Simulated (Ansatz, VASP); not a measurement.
# One calculation of Cu2Cl, two programs

```
Cu Cl
1.0
     0.00000    2.96390    2.96390
     2.96390    0.00000    2.96390
     2.96390    2.96390    0.00000
Cu Cl
2 1
Cartesian
  1.4820 1.4820 1.4820
  4.4459 4.4459 4.4459
  0.0000 0.0000 0.0000
```

Alike in both runs: functional PBE; k mesh 14 × 14 × 14; occupations gaussian, width 0.1 eV; no spin polarisation.

Ansatz relaxed the structure, and its values are those at the end. VASP's run is a single point on that final structure, the one shown.

|  | VASP | Ansatz |
| --- | --- | --- |
| version | VASP 6.6.1 | Ansatz 0.2.0 |
| potentials or method | VASP PAW PBE potentials, release 64 (Cu, Cl), cutoff 520 eV | scalar-relativistic, plane waves, PAW |
| valence electrons in the cell | 29 | 45 |

```tsv
	VASP	Ansatz	Ansatz less VASP
gap on the k mesh at the Fermi level (eV)	none	none	-
pressure (GPa)	0.3	0.0	-0.28
```

A gap of «none» marks a metal or a gap that the smearing closes. The functional is the same, so the differences come from potentials, cutoffs and numerics. VASP's potentials hold 29 valence electrons a cell and Ansatz's 45, so a difference there can come from the potentials and not from the codes.
